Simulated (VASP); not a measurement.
# Zr3S2 (R-3c) in VASP: a series of runs, part 2 of 2

VASP 6.6.1.

## 3. Single point, PBE

This run uses another cell than the first one, of 19.83 Å³/atom, 0.965 times its volume.

INCAR reads:

```
ALGO = Normal
EDIFF = 1E-7
ENCUT = 520
GGA = PE
ISIF = 2
ISMEAR = 0
LASPH = T
LCHARG = F
LREAL = F
LWAVE = F
NBANDS = 59
NELM = 100
PREC = Accurate
SIGMA = 0.1
```

KPOINTS reads:

```
k-points
0
Gamma
  6 6 6
```

POSCAR reads:

```
Zr3S2
1.0
    3.0982350995      1.7887668687      5.9647157828
   -3.0982350995      1.7887668687      5.9647157828
    0.0000000000     -3.5775337374      5.9647157828
Zr S
6 4
Direct
    0.5744541361      0.9255458639      0.2500000000
    0.2500000000      0.5744541361      0.9255458639
    0.9255458639      0.2500000000      0.5744541361
    0.4255458639      0.0744541361      0.7500000000
    0.7500000000      0.4255458639      0.0744541361
    0.0744541361      0.7500000000      0.4255458639
    0.3397746313      0.3397746313      0.3397746313
    0.1602253687      0.1602253687      0.1602253687
    0.6602253687      0.6602253687      0.6602253687
    0.8397746313      0.8397746313      0.8397746313
```

Potentials or basis: VASP PAW PBE potentials, release 64 (Zr_sv, S).

Launch:

```bash
$ cat potpaw_PBE.64/Zr_sv/POTCAR potpaw_PBE.64/S/POTCAR > POTCAR
$ mpirun -np 1 vasp_std > vasp.out
```

OUTCAR:

```text
EDIFF = 1E-7
   ENCUT = 520
   GGA = PE
   ISIF = 2
   ISMEAR = 0
   LASPH = T
   LREAL = F
   NELM = 100
   PREC = Accurate

 ion  position               nearest neighbor table
   1  0.574  0.926  0.250-   9 2.51  10 2.51   7 2.57   8 2.57   2 3.48   3 3.48   4 3.60   4 3.60
                             2 3.63   3 3.63   3 3.63   2 3.63   5 3.64   6 3.64   6 3.64   5 3.64
   2  0.250  0.574  0.926-   9 2.51  10 2.51   7 2.57   8 2.57   3 3.48   1 3.48   5 3.60   5 3.60
                             1 3.63   3 3.63   3 3.63   1 3.63   4 3.64   6 3.64   6 3.64   4 3.64
   3  0.926  0.250  0.574-  10 2.51   9 2.51   7 2.57   8 2.57   2 3.48   1 3.48   6 3.60   6 3.60
                             1 3.63   2 3.63   2 3.63   1 3.63   4 3.64   5 3.64   5 3.64   4 3.64
   4  0.426  0.074  0.750-   7 2.51   8 2.51   9 2.57  10 2.57   6 3.48   5 3.48   1 3.60   1 3.60
                             5 3.63   6 3.63   6 3.63   5 3.63   3 3.64   2 3.64   3 3.64   2 3.64
   5  0.750  0.426  0.074-   7 2.51   8 2.51   9 2.57  10 2.57   6 3.48   4 3.48   2 3.60   2 3.60
                             4 3.63   6 3.63   6 3.63   4 3.63   1 3.64   3 3.64   3 3.64   1 3.64
   6  0.074  0.750  0.426-   8 2.51   7 2.51   9 2.57  10 2.57   5 3.48   4 3.48   3 3.60   3 3.60
                             4 3.63   5 3.63   5 3.63   4 3.63   1 3.64   2 3.64   2 3.64   1 3.64
   7  0.340  0.340  0.340-   5 2.51   4 2.51   6 2.51   3 2.57   2 2.57   1 2.57
[... 221 lines left out ...]
      6     -39.8936      2.00000
[... 1477 lines left out ...]
     58      11.5485      0.00000
     59      11.9662      0.00000

 [... further k-points ...]
[... 5 lines left out ...]
  --------------------------------------------------------------------------------------
  -------------------------------------------------------------------------------------
  Total        0.0348092      0.0348092      0.0490013      0.0000000     -0.0000000      0.0000000
  in kB        0.2811870      0.2811870      0.3958300      0.0000000     -0.0000000      0.0000000
  external PRESSURE =       0.3194013 kB  Pullay stress =       0.0000000 kB

 VOLUME and BASIS-vectors are now :
 -----------------------------------------------------------------------------
  energy-cutoff  :      520.00
  volume of cell :      198.34
      direct lattice vectors                 reciprocal lattice vectors
     3.098235100  1.788766869  5.964715783     0.161382201  0.093174057  0.055884194
    -3.098235100  1.788766869  5.964715783    -0.161382201  0.093174057  0.055884194
     0.000000000 -3.577533737  5.964715783     0.000000000 -0.186348115  0.055884194

 POSITION                                       TOTAL-FORCE (eV/Angst)
 -----------------------------------------------------------------------------------
     -1.08776      1.78877     10.43825         0.001030     -0.000000      0.000000
     -1.00524     -1.83642     10.43825        -0.000515      0.000892      0.000000
      2.09300      0.04765     10.43825        -0.000515     -0.000892      0.000000
      1.08776     -1.78877      7.45589        -0.001030     -0.000000      0.000000
      1.00524      1.83642      7.45589         0.000515     -0.000892      0.000000
     -2.09300     -0.04765      7.45589         0.000515      0.000892      0.000000
      0.00000      0.00000      6.07998         0.000000     -0.000000     -0.006189
      0.00000      0.00000      2.86710         0.000000      0.000000      0.006189
      0.00000      0.00000     11.81417         0.000000      0.000000      0.006189
      0.00000      0.00000     15.02705         0.000000     -0.000000     -0.006189
 -----------------------------------------------------------------------------------
    total drift:                                0.000000     -0.000000      0.000000

  FREE ENERGIE OF THE ION-ELECTRON SYSTEM (eV)
  ---------------------------------------------------
  free  energy   TOTEN  =       -79.5253160270 eV

  energy  without entropy=      -79.5003333065  energy(sigma->0) =      -79.51282467
```

stdout:

```text
POSCAR found type information on POSCAR ZrS
 POSCAR found :  2 types and      10 ions
 scaLAPACK will be used
 LDA part: xc-table for (Slater+PW92), standard interpolation
 POSCAR, INCAR and KPOINTS ok, starting setup
 FFT: planning ... GRIDC
 FFT: planning ... GRID_SOFT
 FFT: planning ... GRID
 WAVECAR not read
 entering main loop
```

Run time: 5.3 min. Hardware: 1 thread of Intel Xeon 6975P-C (Granite Rapids), shared host; peak memory 0.54 GiB.

What came out:

| Property | Result |
| --- | --- |
| Free energy | -79.5253 eV |
| Pressure | 0.0 GPa |
| Largest force | 0.006 eV/Å |
| Band gap on the k mesh | zero (band 48 reaches 9.71 eV, above the bottom of band 49 at 9.06 eV) |

Forces in eV/Å, atoms in the order of the input:
```
Zr   0.001  0.000  0.000
Zr  -0.001  0.001  0.000
Zr  -0.001 -0.001  0.000
Zr  -0.001  0.000  0.000
Zr   0.001 -0.001  0.000
Zr   0.001  0.001  0.000
S    0.000  0.000 -0.006
S    0.000  0.000  0.006
S    0.000  0.000  0.006
S    0.000  0.000 -0.006
```
